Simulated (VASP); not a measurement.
# Hf (Fm-3m) in VASP: further runs

Hf is run at these levels: PBE; tasks: single point.

Program: VASP 6.6.1. These are calculated values, not measurements. Logs are shortened: lines on timing, memory, paths and dates and some standing lists are left out, and cuts for length are marked.

**1. The cell of the first run**

It takes space group Fm-3m (No. 225, cubic). Conventional cell: a = 4.486 Å, b = 4.486 Å, c = 4.486 Å, α = 90.00°, β = 90.00°, γ = 90.00°. Within 4.2 Å of Hf (site symmetry m-3m) lie 12 Hf at 3.17 Å.

**2. Single point, PBE**

INCAR reads:

```
SYSTEM = Hf
ALGO     = Normal         ! electronic algorithm
EDIFF    = 1E-6           ! SCF threshold, eV
ENCUT    = 520            ! plane-wave cutoff, eV
GGA      = PE             ! functional
ISIF     = 2              ! what is computed and relaxed
ISMEAR   = -1             ! smearing method
LASPH    = .TRUE.         ! aspherical terms in the spheres
LCHARG   = .FALSE.        ! write CHGCAR
LREAL    = .FALSE.        ! projectors in reciprocal space
LWAVE    = .FALSE.        ! write WAVECAR
NBANDS   = 11             ! bands
NELM     = 60             ! most SCF steps
PREC     = Accurate       ! precision mode
SIGMA    = 0.06122561905347299 ! smearing width, eV
```

KPOINTS reads:

```
k-points
0
G
  14 14 14
  0 0 0
```

POSCAR reads:

```
Hf
1.0
    0.0000000000      2.2429137693      2.2429137693
    2.2429137693      0.0000000000      2.2429137693
    2.2429137693      2.2429137693      0.0000000000
Hf
1
Direct
    0.0000000000      0.0000000000      0.0000000000
```

Potentials or basis: VASP PAW PBE potentials, release 64 (Hf_pv).

Run with:

```console
$ cat potpaw_PBE.64/Hf_pv/POTCAR > POTCAR
$ mpirun -np 1 vasp_std > vasp.out
```

OUTCAR:

```text
SYSTEM = Hf
   EDIFF = 1E-6
   ENCUT = 520
   GGA = PE
   ISIF = 2
   ISMEAR = -1
   LASPH = .TRUE.
   LREAL = .FALSE.
   NELM = 60
   PREC = Accurate

 ion  position               nearest neighbor table
   1  0.000  0.000  0.000-

  LATTYP: Found a face centered cubic cell.
 ALAT       =     4.4858275386

  Lattice vectors:

 A1 = (   0.0000000000,   2.2429137693,   2.2429137693)
 A2 = (   2.2429137693,   0.0000000000,   2.2429137693)
 A3 = (   2.2429137693,   2.2429137693,   0.0000000000)

Analysis of symmetry for initial positions (statically):
=====================================================================
 Subroutine PRICEL returns:
 Original cell was already a primitive cell.

 Routine SETGRP: Setting up the symmetry group for a
 face centered cubic supercell.

 Subroutine GETGRP returns: Found 48 space group operations
 (whereof 48 operations were pure point group operations)
 out of a pool of 48 trial point group operations.

The static configuration has the point symmetry O_h .

Analysis of symmetry for dynamics (positions and initial velocities):
=====================================================================
 Subroutine PRICEL returns:
 Original cell was already a primitive cell.

 Routine SETGRP: Setting up the symmetry group for a
 face centered cubic supercell.

 Subroutine GETGRP returns: Found 48 space group operations
 (whereof 48 operations were pure point group operations)
 out of a pool of 48 trial point group operations.

The dynamic configuration has the point symmetry O_h .

 Subroutine INISYM returns: Found 48 space group operations
 (whereof 48 operations are pure point group operations),
 and found     1 'primitive' translations

----------------------------------------------------------------------------------------

                                     Primitive cell

  volume of cell :      22.5667

  direct lattice vectors                    reciprocal lattice vectors
     0.000000000  2.242913769  2.242913769    -0.222924308  0.222924308  0.222924308
     2.242913769  0.000000000  2.242913769     0.222924308 -0.222924308  0.222924308
     2.242913769  2.242913769  0.000000000     0.222924308  0.222924308 -0.222924308

  length of vectors
     3.171959072  3.171959072  3.171959072     0.386116228  0.386116228  0.386116228

  position of ions in fractional coordinates (direct lattice)
     0.000000000  0.000000000  0.000000000

  ion indices of the primitive-cell ions
   primitive index   ion index
                 1           1

----------------------------------------------------------------------------------------

 KPOINTS: k-points

Automatic generation of k-mesh.
 Grid dimensions read from file:
 generate k-points for:   14   14   14

 Generating k-lattice:

  Cartesian coordinates                     Fractional coordinates (reciprocal lattice)
    -0.015923165  0.015923165  0.015923165     0.071428571  0.000000000  0.000000000
     0.015923165 -0.015923165  0.015923165     0.000000000  0.071428571  0.000000000
     0.015923165  0.015923165 -0.015923165     0.000000000  0.000000000  0.071428571

  Length of vectors
     0.027579731  0.027579731  0.027579731

  Shift w.r.t. Gamma in fractional coordinates (k-lattice)
     0.000000000  0.000000000  0.000000000

 Subroutine IBZKPT returns following result:
 ===========================================

 Found    104 irreducible k-points:

 Following reciprocal coordinates:
            Coordinates               Weight
  0.000000  0.000000  0.000000      1.000000
  0.071429  0.000000  0.000000      8.000000
  0.142857  0.000000  0.000000      8.000000
  0.214286  0.000000  0.000000      8.000000
  0.285714  0.000000  0.000000      8.000000
  0.357143  0.000000  0.000000      8.000000
[... 16 lines left out ...]
  0.214286  0.142857  0.000000     24.000000
  0.285714  0.142857  0.000000     24.000000
 [... further k-points ...]
   k-points           NKPTS =    104   k-points in BZ     NKDIM =    104   number of bands    NBANDS=     11
   number of dos      NEDOS =    301   number of ions     NIONS =      1
   total plane-waves  NPLWV =  13824
   dimension x,y,z NGX =    24 NGY =   24 NGZ =   24
   dimension x,y,z NGXF=    48 NGYF=   48 NGZF=   48
   ions per type =               1
   NGX,Y,Z   is equivalent  to a cutoff of  12.58, 12.58, 12.58 a.u.
   NGXF,Y,Z  is equivalent  to a cutoff of  25.16, 25.16, 25.16 a.u.
 SYSTEM =  Hf
   PREC   = accura    normal or accurate (medium, high low for compatibility)
   ISTART =      0    job   : 0-new  1-cont  2-samecut
   ICHARG =      2    charge: 1-file 2-atom 10-const
   ISPIN  =      1    spin polarized calculation?
   LNONCOLLINEAR =      F non collinear calculations
   LSORBIT =      F    spin-orbit coupling
   LASPH  =      T    aspherical Exc in radial PAW
   ENCUT  =  520.0 eV  38.22 Ry    6.18 a.u.   5.90  5.90  5.90*2*pi/ulx,y,z
   NELM   =     60;   NELMIN=  2; NELMDL= -5     # of ELM steps
   EDIFF  = 0.1E-05   stopping-criterion for ELM
   LREAL  =      F    real-space projection
   EDIFFG = 0.1E-04   stopping-criterion for IOM
   NSW    =      0    number of steps for IOM
   IBRION =     -1    ionic relax: 0-MD 1-quasi-New 2-CG
   NFREE  =      0    steps in history (QN), initial steepest desc. (CG)
   ISIF   =      2    stress and relaxation
   ISYM   =      2    0-nonsym 1-usesym 2-fastsym
   POTIM  = 0.5000    time-step for ionic-motion
   TEBEG  =    0.0;   TEEND  =   0.0 temperature during run
   PSTRESS=    0.0 pullay stress
   NELECT =      10.0000    total number of electrons
   NUPDOWN=      -1.0000    fix difference up-down
   EMIN   =  10.00;   EMAX   =-10.00  energy-range for DOS
   EFERMI =   0.00;   METHOD = LEGACY
   ISMEAR =    -1;   SIGMA  =   0.06  broadening in eV -4-tet -1-fermi 0-gaus
   EFERMI_NEDOS =   21; number of points for ismear=-14 and -15
   IALGO  =     38    algorithm
   IMIX   =      4    mixing-type and parameters
     AMIX     =   0.40;   BMIX     =  1.00
     AMIX_MAG =   1.60;   BMIX_MAG =  1.00
  volume/ion in A,a.u.               =      22.57       152.29
  Fermi-wavevector in a.u.,A,eV,Ry     =   1.248108  2.358583 21.194805  1.557774
  Thomas-Fermi vector in A             =   2.382210
   LORBIT       =      0    0 simple, 1 ext, 2 COOP (PROOUT), +10 PAW based schemes
   GGA     = PE    functional components
   LHFCALC =     F    Hartree Fock is set to
   AEXX    =    0.0000 exact exchange contribution
   IVDW    =     0    specifies the selected vdW correction
   LEPSILON=     F    determine dielectric tensor
   LRPA    =     F    only Hartree local field effects (RPA)
 non-spin polarized calculation
  energy-cutoff  :      520.00
  volume of cell :       22.57
 maximum number of plane-waves:       620
   NGX = 11   NGY = 11   NGZ = 11

 number of electron      10.0000000 magnetization

 number of electron       9.9999999 magnetization

 Free energy of the ion-electron system (eV)
  ---------------------------------------------------
  ext. energy  EPLUGINS =         0.00000000
  ---------------------------------------------------
  free energy    TOTEN  =        -9.86175481 eV

  energy without entropy =       -9.84216155  energy(sigma->0) =       -9.85195818

 E-fermi :   4.6717     XC(G=0): -11.2467

 val. band max:        4.6705765435   @ k =  -0.4286   0.2857   0.1429
 cond. band min:       4.6786304008   @ k =   0.2857   0.1429   0.0714
 fundamental gap:      0.0080538573
 Fermi energy:         4.6716708014

 k-point     1 :       0.0000    0.0000    0.0000
  band No.  band energies     occupation
      1     -25.3673      2.00000
      2     -25.3673      2.00000
      3     -25.3673      2.00000
      4      -2.5002      2.00000
      5       6.0795      0.00000
      6       6.0795      0.00000
      7       6.0795      0.00000
      8       8.8385      0.00000
      9       8.8385      0.00000
     10      15.9653      0.00000
     11      17.7152      0.00000

 k-point     2 :       0.0714    0.0000    0.0000
  band No.  band energies     occupation
      1     -25.4088      2.00000
      2     -25.3725      2.00000
      3     -25.3725      2.00000
      4      -2.3237      2.00000
      5       5.8992      0.00000
      6       6.1639      0.00000
      7       6.1639      0.00000
      8       8.7465      0.00000
      9       8.7465      0.00000
     10      16.3591      0.00000
     11      17.7144      0.00000

 k-point     3 :       0.1429    0.0000    0.0000
  band No.  band energies     occupation
      1     -25.5235      2.00000
      2     -25.3873      2.00000
      3     -25.3873      2.00000
      4      -1.8186      2.00000
      5       5.4653      0.00000
      6       6.3583      0.00000
      7       6.3583      0.00000
      8       8.5814      0.00000
      9       8.5814      0.00000
     10      17.1938      0.00000
     11      17.7107      0.00000

 k-point     4 :       0.2143    0.0000    0.0000
  band No.  band energies     occupation
      1     -25.6856      2.00000
      2     -25.4085      2.00000
      3     -25.4085      2.00000
      4      -1.0624      2.00000
      5       4.9934      0.01039
      6       6.4678      0.00000
      7       6.4678      0.00000
      8       8.6385      0.00000
      9       8.6385      0.00000
     10      16.4995      0.00000
     11      17.7168      0.00000

 k-point     5 :       0.2857    0.0000    0.0000
  band No.  band energies     occupation
      1     -25.8604      2.00000
      2     -25.4319      2.00000
      3     -25.4319      2.00000
      4      -0.2030      2.00000
      5       4.6886      0.86254
      6       6.3423      0.00000
      7       6.3423      0.00000
      8       9.1297      0.00000
      9       9.1297      0.00000
     10      15.5102      0.00000
     11      17.7133      0.00000
[... 211 lines left out ...]
 k-point    21 :      -0.0714    0.0714    0.0000
  band No.  band energies     occupation
      1     -25.4658      2.00000
      2     -25.3964      2.00000
      3     -25.3744      2.00000
      4      -2.0370      2.00000
      5       5.6248      0.00000
      6       6.2953      0.00000
      7       6.2995      0.00000
      8       8.4116      0.00000
      9       8.8361      0.00000
     10      16.9634      0.00000
     11      17.7127      0.00000

 k-point    22 :       0.1429    0.1429    0.0000
  band No.  band energies     occupation
      1     -25.5195      2.00000
      2     -25.4215      2.00000
      3     -25.4215      2.00000
      4      -1.5905      2.00000
      5       5.1336      0.00106
      6       6.6288      0.00000
      7       6.6288      0.00000
      8       7.6154      0.00000
      9       9.1715      0.00000
     10      17.7128      0.00000
     11      17.9164      0.00000

 k-point    23 :       0.2143    0.1429    0.0000
  band No.  band energies     occupation
      1     -25.6246      2.00000
      2     -25.4484      2.00000
      3     -25.4421      2.00000
      4      -1.0211      2.00000
      5       4.7311      0.54918
      6       6.6494      0.00000
      7       6.8903      0.00000
      8       7.4435      0.00000
      9       9.3425      0.00000
     10      17.7088      0.00000
     11      18.4157      0.00000

 k-point    24 :       0.2857    0.1429    0.0000
  band No.  band energies     occupation
      1     -25.7678      2.00000
      2     -25.4749      2.00000
      3     -25.4669      2.00000
      4      -0.2414      2.00000
      5       4.3818      1.98257
      6       6.1280      0.00000
      7       6.9862      0.00000
      8       8.0778      0.00000
      9       9.7009      0.00000
     10      17.3007      0.00000
     11      17.7294      0.00000

 [... further k-points ...]

------------------------ aborting loop because EDIFF is reached ----------------------------------------

  FORCE on cell =-STRESS in cart. coord.  units (eV):
  Direction    XX          YY          ZZ          XY          YZ          ZX
  --------------------------------------------------------------------------------------
  -------------------------------------------------------------------------------------
  Total       -0.0577113     -0.0577113     -0.0577113      0.0000000      0.0000000     -0.0000000
  in kB       -4.0973528     -4.0973528     -4.0973528      0.0000000      0.0000000     -0.0000000
  external PRESSURE =      -4.0973528 kB  Pullay stress =       0.0000000 kB

 VOLUME and BASIS-vectors are now :
 -----------------------------------------------------------------------------
  energy-cutoff  :      520.00
  volume of cell :       22.57
      direct lattice vectors                 reciprocal lattice vectors
     0.000000000  2.242913769  2.242913769    -0.222924308  0.222924308  0.222924308
     2.242913769  0.000000000  2.242913769     0.222924308 -0.222924308  0.222924308
     2.242913769  2.242913769  0.000000000     0.222924308  0.222924308 -0.222924308

 POSITION                                       TOTAL-FORCE (eV/Angst)
 -----------------------------------------------------------------------------------
      0.00000      0.00000      0.00000         0.000000      0.000000     -0.000000
 -----------------------------------------------------------------------------------
    total drift:                               -0.000000      0.000000     -0.000000

  FREE ENERGIE OF THE ION-ELECTRON SYSTEM (eV)
  ---------------------------------------------------
  free  energy   TOTEN  =        -9.8617548091 eV

  energy  without entropy=       -9.8421615548  energy(sigma->0) =       -9.85195818
```

Wall time 18 s (1 thread of Intel Xeon 8259CL, shared host); peak memory 0.15 GiB.

Results:

- Free energy: -9.8618 eV
- Pressure: -0.4 GPa
- Band gap on the k mesh: zero (band 5 reaches 6.08 eV, above the bottom of band 6 at 4.04 eV)

Caveat: spin-orbit coupling is left out, which moves the levels of the heavy elements.

(Part 1 of 2 ends here.)
